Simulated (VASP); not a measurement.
# ZnO (I4/mmm) in VASP: notebook

ZnO is run at these levels: PBE, r2SCAN; tasks: single point.

All numbers are computed with VASP 6.6.1; they aren't measurements. Logs are shortened: lines on timing, memory, paths and dates and some standing lists are left out, and cuts for length are marked.

## (1) The cell of the first run

The structure is tetragonal, space group I4/mmm (No. 139). The conventional cell has a = 3.018 Å, b = 3.018 Å, c = 4.118 Å, α = 90.00°, β = 90.00°, γ = 90.00°. Within 2.7 Å of Zn (site symmetry 4/mmm) lie 6 O at 2.06 to 2.13 Å. Within 2.7 Å of O (site symmetry 4/mmm) lie 6 Zn at 2.06 to 2.13 Å.

## (2) Single point, PBE (uniaxial x strain -3.5%)

The input, INCAR:

```
PREC     = Accurate       # precision mode
ENCUT    = 520            # plane-wave cutoff, eV
EDIFF    = 1E-6           # SCF threshold, eV
ISMEAR   = -1             # smearing method
SIGMA    = 0.02           # smearing width, eV
LREAL    = F              # projectors in reciprocal space
LASPH    = T              # aspherical terms in the spheres
NELM     = 80             # most SCF steps
ALGO     = Normal         # electronic algorithm
ISIF     = 2              # what is computed and relaxed
LWAVE    = F              # write WAVECAR
LCHARG   = T              # write CHGCAR
GGA      = PE             # functional
LELF     = T              # ELF
LVHAR    = T            
NBANDS   = 16             # bands
```

The input, KPOINTS:

```
Automatic mesh
0
Gamma
  10 10 10
```

The input, POSCAR:

```
ZnO
1.0
    0.0000000000      2.1337703963      2.1337703963
    2.0590884324      0.0000000000      2.1337703963
    2.0590884324      2.1337703963      0.0000000000
Zn O
1 1
Direct
    0.0000000000      0.0000000000      0.0000000000
    0.5000000000      0.5000000000      0.5000000000
```

Potentials or basis: VASP PAW PBE potentials, release 64 (Zn, O).

On the command line:

```bash
$ cat potpaw_PBE.64/Zn/POTCAR potpaw_PBE.64/O/POTCAR > POTCAR
$ mpirun -np 1 vasp_std > vasp.out
```

OUTCAR:

```text
PREC = Accurate
   ENCUT = 520
   EDIFF = 1E-6
   ISMEAR = -1
   LREAL = F
   LASPH = T
   NELM = 80
   ISIF = 2
   GGA = PE

 ion  position               nearest neighbor table
   1  0.000  0.000  0.000-   2 2.06   2 2.06   2 2.13   2 2.13   2 2.13   2 2.13
   2  0.500  0.500  0.500-   1 2.06   1 2.06   1 2.13   1 2.13   1 2.13   1 2.13

  LATTYP: Found a body centered tetragonal cell.
 ALAT       =     3.0176070334
 C/A-ratio  =     1.3647160877

  Lattice vectors:

 A1 = (  -2.0590884324,   0.0000000000,  -2.1337703963)
 A2 = (  -2.0590884324,   0.0000000000,   2.1337703963)
 A3 = (   2.0590884324,   2.1337703963,   0.0000000000)

Analysis of symmetry for initial positions (statically):
=====================================================================
 Subroutine PRICEL returns:
 Original cell was already a primitive cell.

 Routine SETGRP: Setting up the symmetry group for a
 body centered tetragonal supercell.

 Subroutine GETGRP returns: Found 16 space group operations
 (whereof 16 operations were pure point group operations)
 out of a pool of 16 trial point group operations.

The static configuration has the point symmetry D_4h.

Analysis of symmetry for dynamics (positions and initial velocities):
=====================================================================
 Subroutine PRICEL returns:
 Original cell was already a primitive cell.

 Routine SETGRP: Setting up the symmetry group for a
 body centered tetragonal supercell.

 Subroutine GETGRP returns: Found 16 space group operations
 (whereof 16 operations were pure point group operations)
 out of a pool of 16 trial point group operations.

The dynamic configuration has the point symmetry D_4h.

 Subroutine INISYM returns: Found 16 space group operations
 (whereof 16 operations are pure point group operations),
 and found     1 'primitive' translations

----------------------------------------------------------------------------------------

                                     Primitive cell

  volume of cell :      18.7500

  direct lattice vectors                    reciprocal lattice vectors
     0.000000000  2.133770396  2.133770396    -0.242825899  0.234326993  0.234326993
     2.059088432  0.000000000  2.133770396     0.242825899 -0.234326993  0.234326993
     2.059088432  2.133770396  0.000000000     0.242825899  0.234326993 -0.234326993

  length of vectors
     3.017607033  2.965269174  2.965269174     0.410831713  0.410831713  0.410831713

  position of ions in fractional coordinates (direct lattice)
     0.000000000  0.000000000  0.000000000
     0.500000000  0.500000000  0.500000000

  ion indices of the primitive-cell ions
   primitive index   ion index
                 1           1
                 2           2

----------------------------------------------------------------------------------------

 KPOINTS: Automatic mesh

Automatic generation of k-mesh.
 Grid dimensions read from file:
 generate k-points for:   10   10   10

 Generating k-lattice:

  Cartesian coordinates                     Fractional coordinates (reciprocal lattice)
    -0.024282590  0.023432699  0.023432699     0.100000000  0.000000000  0.000000000
     0.024282590 -0.023432699  0.023432699     0.000000000  0.100000000  0.000000000
     0.024282590  0.023432699 -0.023432699     0.000000000  0.000000000  0.100000000

  Length of vectors
     0.041083171  0.041083171  0.041083171

  Shift w.r.t. Gamma in fractional coordinates (k-lattice)
     0.000000000  0.000000000  0.000000000

 Subroutine IBZKPT returns following result:
 ===========================================

 Found    102 irreducible k-points:

 Following reciprocal coordinates:
            Coordinates               Weight
  0.000000  0.000000  0.000000      1.000000
  0.100000 -0.000000 -0.000000      8.000000
  0.200000 -0.000000 -0.000000      8.000000
  0.300000 -0.000000 -0.000000      8.000000
  0.400000 -0.000000 -0.000000      8.000000
  0.500000 -0.000000 -0.000000      4.000000
[... 16 lines left out ...]
  0.300000  0.300000  0.000000      4.000000
  0.400000  0.300000 -0.000000     16.000000
 [... further k-points ...]
   k-points           NKPTS =    102   k-points in BZ     NKDIM =    102   number of bands    NBANDS=     16
   number of dos      NEDOS =    301   number of ions     NIONS =      2
   total plane-waves  NPLWV =  13824
   dimension x,y,z NGX =    24 NGY =   24 NGZ =   24
   dimension x,y,z NGXF=    48 NGYF=   48 NGZF=   48
   ions per type =               1   1
   NGX,Y,Z   is equivalent  to a cutoff of  13.22, 13.46, 13.46 a.u.
   NGXF,Y,Z  is equivalent  to a cutoff of  26.44, 26.91, 26.91 a.u.
 SYSTEM =  unknown system
   PREC   = accura    normal or accurate (medium, high low for compatibility)
   ISTART =      0    job   : 0-new  1-cont  2-samecut
   ICHARG =      2    charge: 1-file 2-atom 10-const
   ISPIN  =      1    spin polarized calculation?
   LNONCOLLINEAR =      F non collinear calculations
   LSORBIT =      F    spin-orbit coupling
   LASPH  =      T    aspherical Exc in radial PAW
   ENCUT  =  520.0 eV  38.22 Ry    6.18 a.u.   5.61  5.51  5.51*2*pi/ulx,y,z
   NELM   =     80;   NELMIN=  2; NELMDL= -5     # of ELM steps
   EDIFF  = 0.1E-05   stopping-criterion for ELM
   LREAL  =      F    real-space projection
   EDIFFG = 0.1E-04   stopping-criterion for IOM
   NSW    =      0    number of steps for IOM
   IBRION =     -1    ionic relax: 0-MD 1-quasi-New 2-CG
   NFREE  =      0    steps in history (QN), initial steepest desc. (CG)
   ISIF   =      2    stress and relaxation
   ISYM   =      2    0-nonsym 1-usesym 2-fastsym
   POTIM  = 0.5000    time-step for ionic-motion
   TEBEG  =    0.0;   TEEND  =   0.0 temperature during run
   PSTRESS=    0.0 pullay stress
   NELECT =      18.0000    total number of electrons
   NUPDOWN=      -1.0000    fix difference up-down
   EMIN   =  10.00;   EMAX   =-10.00  energy-range for DOS
   EFERMI =   0.00;   METHOD = LEGACY
   ISMEAR =    -1;   SIGMA  =   0.02  broadening in eV -4-tet -1-fermi 0-gaus
   EFERMI_NEDOS =   21; number of points for ismear=-14 and -15
   IALGO  =     38    algorithm
   IMIX   =      4    mixing-type and parameters
     AMIX     =   0.40;   BMIX     =  1.00
     AMIX_MAG =   1.60;   BMIX_MAG =  1.00
  volume/ion in A,a.u.               =       9.37        63.27
  Fermi-wavevector in a.u.,A,eV,Ry     =   1.614974  3.051858 35.485914  2.608141
  Thomas-Fermi vector in A             =   2.709796
   LORBIT       =      0    0 simple, 1 ext, 2 COOP (PROOUT), +10 PAW based schemes
   GGA     = PE    functional components
   LHFCALC =     F    Hartree Fock is set to
   AEXX    =    0.0000 exact exchange contribution
   IVDW    =     0    specifies the selected vdW correction
   LEPSILON=     F    determine dielectric tensor
   LRPA    =     F    only Hartree local field effects (RPA)
 non-spin polarized calculation
  energy-cutoff  :      520.00
  volume of cell :       18.75
 maximum number of plane-waves:       531
 NGX is ok and might be reduce to    24
   NGX = 11   NGY = 11   NGZ = 11

 number of electron      17.9999995 magnetization

 Free energy of the ion-electron system (eV)
  ---------------------------------------------------
  ext. energy  EPLUGINS =         0.00000000
  ---------------------------------------------------
  free energy    TOTEN  =        -8.54009891 eV

  energy without entropy =       -8.54009891  energy(sigma->0) =       -8.54009891

 E-fermi :   3.7509     XC(G=0): -12.5464

 val. band max:        3.3241609934   @ k =   0.5000  -0.0000  -0.0000
 cond. band min:       4.3114905486   @ k =   0.0000   0.0000   0.0000
 fundamental gap:      0.9873295553
 Fermi energy:         3.7509143710

 k-point     1 :       0.0000    0.0000    0.0000
  band No.  band energies     occupation
      1     -15.8209      2.00000
      2      -1.7555      2.00000
      3      -1.7555      2.00000
      4      -1.6987      2.00000
      5      -1.5388      2.00000
      6      -1.4683      2.00000
[... 8 lines left out ...]
     15      22.8143      0.00000
     16      22.8143      0.00000

 k-point     2 :       0.1000   -0.0000   -0.0000
  band No.  band energies     occupation
      1     -15.7011      2.00000
      2      -1.8397      2.00000
      3      -1.7858      2.00000
      4      -1.7325      2.00000
      5      -1.6203      2.00000
      6      -1.5919      2.00000
[... 8 lines left out ...]
     15      23.0085      0.00000
     16      23.6217      0.00000

 k-point     3 :       0.2000   -0.0000   -0.0000
  band No.  band energies     occupation
      1     -15.3690      2.00000
      2      -2.3222      2.00000
      3      -2.0915      2.00000
      4      -2.0772      2.00000
      5      -1.5501      2.00000
      6      -1.5486      2.00000
[... 8 lines left out ...]
     15      23.9024      0.00000
     16      24.1326      0.00000

 k-point     4 :       0.3000   -0.0000   -0.0000
  band No.  band energies     occupation
      1     -14.9131      2.00000
      2      -3.3108      2.00000
      3      -2.4686      2.00000
      4      -2.4494      2.00000
      5      -1.4306      2.00000
      6      -1.4089      2.00000
[... 8 lines left out ...]
     15      25.3825      0.00000
     16      25.4807      0.00000
[... 324 lines left out ...]
 k-point    22 :      -0.2000    0.2000    0.0000
  band No.  band energies     occupation
      1     -14.7780      2.00000
      2      -3.3686      2.00000
      3      -2.5877      2.00000
      4      -2.3010      2.00000
      5      -1.5022      2.00000
      6      -1.2749      2.00000
[... 8 lines left out ...]
     15      25.5970      0.00000
     16      26.8572      0.00000

 k-point    23 :       0.3000    0.3000    0.0000
  band No.  band energies     occupation
      1     -14.7748      2.00000
      2      -3.2044      2.00000
      3      -2.0566      2.00000
      4      -1.5680      2.00000
      5      -1.5487      2.00000
      6      -1.3516      2.00000
[... 8 lines left out ...]
     15      30.8707      0.00000
     16      32.5217      0.00000

 k-point    24 :       0.4000    0.3000   -0.0000
  band No.  band energies     occupation
      1     -14.5161      2.00000
      2      -3.2517      2.00000
      3      -2.2071      2.00000
      4      -1.7216      2.00000
      5      -1.4652      2.00000
      6      -1.2437      2.00000
[... 8 lines left out ...]
     15      31.1531      0.00000
     16      32.0339      0.00000

 [... further k-points ...]

------------------------ aborting loop because EDIFF is reached ----------------------------------------

  FORCE on cell =-STRESS in cart. coord.  units (eV):
  Direction    XX          YY          ZZ          XY          YZ          ZX
  --------------------------------------------------------------------------------------
  -------------------------------------------------------------------------------------
  Total        2.5282403      1.8087549      1.8087549      0.0000000      0.0000000      0.0000000
  in kB      216.0372122    154.5574488    154.5574488      0.0000000      0.0000000      0.0000000
  external PRESSURE =     175.0507032 kB  Pullay stress =       0.0000000 kB

 VOLUME and BASIS-vectors are now :
 -----------------------------------------------------------------------------
  energy-cutoff  :      520.00
  volume of cell :       18.75
      direct lattice vectors                 reciprocal lattice vectors
     0.000000000  2.133770396  2.133770396    -0.242825899  0.234326993  0.234326993
     2.059088432  0.000000000  2.133770396     0.242825899 -0.234326993  0.234326993
     2.059088432  2.133770396  0.000000000     0.242825899  0.234326993 -0.234326993

 POSITION                                       TOTAL-FORCE (eV/Angst)
 -----------------------------------------------------------------------------------
      0.00000      0.00000      0.00000         0.000000     -0.000000      0.000000
      2.05909      2.13377      2.13377        -0.000000      0.000000     -0.000000
 -----------------------------------------------------------------------------------
    total drift:                                0.000000     -0.000000     -0.000000

  FREE ENERGIE OF THE ION-ELECTRON SYSTEM (eV)
  ---------------------------------------------------
  free  energy   TOTEN  =        -8.5400989144 eV

  energy  without entropy=       -8.5400989144  energy(sigma->0) =       -8.54009891
```

It took 30 s on 1 thread of Intel Xeon 8259CL, shared host; peak memory 0.15 GiB.

What came out:

```yaml
Free_energy: -8.5401 eV
Pressure: 17.5 GPa
Band_gap_on_the_k_mesh: 0.99 eV, indirect (least direct gap 2.58 eV)
```

Levels at points of the mesh, in eV from the valence-band top:
```csv
k point,band 7,band 8,band 9,band 10,band 11,band 12
"(0.00, 0.00, 0.00)",-1.79,-1.59,-1.59,0.99,18.09,18.09
"(0.50, 0.00, 0.00)",-3.76,-0.22,0.00,5.37,9.38,12.54
"(0.50, 0.50, 0.00)",-4.12,-3.30,-2.95,4.33,10.67,11.41
"(0.00, 0.50, 0.50)",-4.04,-3.26,-3.26,4.29,10.93,11.17
```

Caveat: the cell differs from its parent crystal (uniaxial x strain -3.5%).

## (3) Single point, PBE (biaxial xy strain -1.0%)

The input, INCAR:

```
PREC = Accurate
ENCUT = 520
EDIFF = 1E-6
ISMEAR = -1
SIGMA = 0.02
LREAL = F
LASPH = T
NELM = 100
ALGO = Normal
ISIF = 2
LWAVE = F
LCHARG = F
GGA = PE
NBANDS = 16
```

The input, KPOINTS:

```
regular mesh
0
Gamma
  10 10 10
```

The input, POSCAR:

```
ZnO
1.0
    0.0000000000      2.1115791842      2.1337703963
    2.1115791842      0.0000000000      2.1337703963
    2.1115791842      2.1115791842      0.0000000000
Zn O
1 1
Direct
    0.0000000000      0.0000000000      0.0000000000
    0.5000000000      0.5000000000      0.5000000000
```

Potentials or basis: VASP PAW PBE potentials, release 64 (Zn, O).

On the command line:

```bash
$ cat potpaw_PBE.64/Zn/POTCAR potpaw_PBE.64/O/POTCAR > POTCAR
$ mpirun -np 1 vasp_std > vasp.out
```

Wall time 30 s (1 thread of Intel Xeon 8259CL, shared host); peak memory 0.16 GiB.

Results (log left out):

| Item | Value |
| --- | --- |
| Free energy | -8.5749 eV |
| Pressure | 13.7 GPa |
| Band gap on the k mesh | 0.98 eV, indirect (least direct gap 2.46 eV) |

Stress tensor (GPa, compression positive):
```
14.20  0.00  0.00
 0.00 14.20  0.00
 0.00  0.00 12.62
```

Levels at points of the mesh, in eV from the valence-band top:
```csv
k point,band 6,band 7,band 8,band 9,band 10,band 11,band 12,band 13
"(0.00, 0.00, 0.00)",-4.71,-1.53,-1.53,-1.48,0.98,18.09,18.14,18.14
"(0.50, 0.00, 0.00)",-4.49,-3.67,-0.07,0.00,5.44,9.31,12.82,13.04
"(0.50, 0.50, 0.00)",-4.38,-4.04,-2.98,-2.98,4.32,10.72,11.38,15.76
"(0.50, 0.00, 0.50)",-4.36,-4.02,-3.06,-2.96,4.31,10.87,11.25,15.52
```

Caveat: the cell differs from its parent crystal (biaxial xy strain -1.0%). A k mesh can miss the band edges.

## (4) Single point, r2SCAN (uniaxial x strain -3.5%)

The input, POSCAR:

```
ZnO
1.0
    0.0000000000      2.1337703963      2.1337703963
    2.0590884324      0.0000000000      2.1337703963
    2.0590884324      2.1337703963      0.0000000000
Zn O
1 1
Direct
    0.0000000000      0.0000000000      0.0000000000
    0.5000000000      0.5000000000      0.5000000000
```

The input, INCAR.step1:

```
SYSTEM = ZnO
PREC     = Accurate       ! precision mode
ENCUT    = 520            ! plane-wave cutoff, eV
ISMEAR   = 0              ! smearing method
SIGMA    = 0.01           ! smearing width, eV
LREAL    = .False.        ! projectors in reciprocal space
LASPH    = .True.         ! aspherical terms in the spheres
NELM     = 60             ! most SCF steps
NBANDS   = 16             ! bands
GGA      = PE             ! functional
ALGO     = Normal         ! electronic algorithm
EDIFF    = 1E-4           ! SCF threshold, eV
LWAVE    = .True.         ! write WAVECAR
LCHARG   = .False.        ! write CHGCAR
```

The input, INCAR.step2:

```
SYSTEM = ZnO
PREC     = Accurate       ! precision mode
ENCUT    = 520            ! plane-wave cutoff, eV
EDIFF    = 1E-6           ! SCF threshold, eV
ISMEAR   = 0              ! smearing method
SIGMA    = 0.01           ! smearing width, eV
LREAL    = .False.        ! projectors in reciprocal space
LASPH    = .True.         ! aspherical terms in the spheres
NELM     = 60             ! most SCF steps
ALGO     = Normal         ! electronic algorithm
ISIF     = 2              ! what is computed and relaxed
LWAVE    = .False.        ! write WAVECAR
LCHARG   = .True.         ! write CHGCAR
METAGGA  = R2SCAN         ! meta-GGA
LMIXTAU  = .True.       
LELF     = .True.         ! ELF
LVHAR    = .True.       
NBANDS   = 16             ! bands
ISTART   = 1
```

The input, KPOINTS:

```
Automatic mesh
0
Gamma
  10 10 10
  0 0 0
```

On the command line:

```bash
$ cat potpaw_PBE.64/Zn/POTCAR potpaw_PBE.64/O/POTCAR > POTCAR
$ cp INCAR.step1 INCAR
$ mpirun -np 1 vasp_std > vasp.out
$ cp INCAR.step2 INCAR
$ mpirun -np 1 vasp_std > vasp.out
```

Run time: 2.3 min. Hardware: 1 thread of Intel Xeon 8259CL, shared host; peak memory 0.17 GiB.

The run converged. Its results:

| Item | Value |
| --- | --- |
| Free energy | -17.9202 eV |
| Pressure | 9.4 GPa |
| Band gap on the k mesh | 1.62 eV, indirect (least direct gap 3.27 eV) |

Stress tensor (GPa, compression positive):
```
13.11  0.00  0.00
 0.00  7.59  0.00
 0.00  0.00  7.59
```

Levels at points of the mesh, in eV from the valence-band top:
```tsv
k point	band 6	band 7	band 8	band 9	band 10	band 11	band 12	band 13
(0.00, 0.00, 0.00)	-4.86	-1.84	-1.65	-1.65	1.62	18.89	18.89	19.05
(0.50, 0.00, 0.00)	-4.62	-3.78	-0.23	0.00	6.12	10.29	13.47	14.30
(0.50, 0.50, 0.00)	-4.50	-4.20	-3.36	-3.01	5.11	11.65	12.08	16.69
(0.00, 0.50, 0.50)	-4.51	-4.13	-3.32	-3.32	5.07	11.60	12.18	16.62
```

Caveat: the cell differs from its parent crystal (uniaxial x strain -3.5%); the PAW data sets were made with another functional, which shifts forces and pressure a little.

## (5) The runs side by side

```tsv
level	cell	smearing	gap on the mesh (eV)	pressure (GPa)
PBE	a = 3.018, b = 2.965, c = 2.965 Å, angles 61.2, 59.4, 59.4°, 2 atoms	fermi-dirac 0.02 eV	0.99	17.5
PBE	a = 3.002, b = 3.002, c = 2.986 Å, angles 60.2, 60.2, 59.7°, 2 atoms	fermi-dirac 0.02 eV	0.98	13.7
r2SCAN	a = 3.018, b = 2.965, c = 2.965 Å, angles 61.2, 59.4, 59.4°, 2 atoms	gaussian 0.01 eV	1.62	9.4
```

Alike in all rows: task single point; potentials or basis VASP PAW PBE potentials, release 64 (Zn, O); no spin polarisation; k mesh 10 × 10 × 10; cutoff (eV) 520.

Caveats: the PAW data sets were made with another functional, which shifts forces and pressure a little (some runs).

Absolute energies hang on the potentials; compare differences alone.
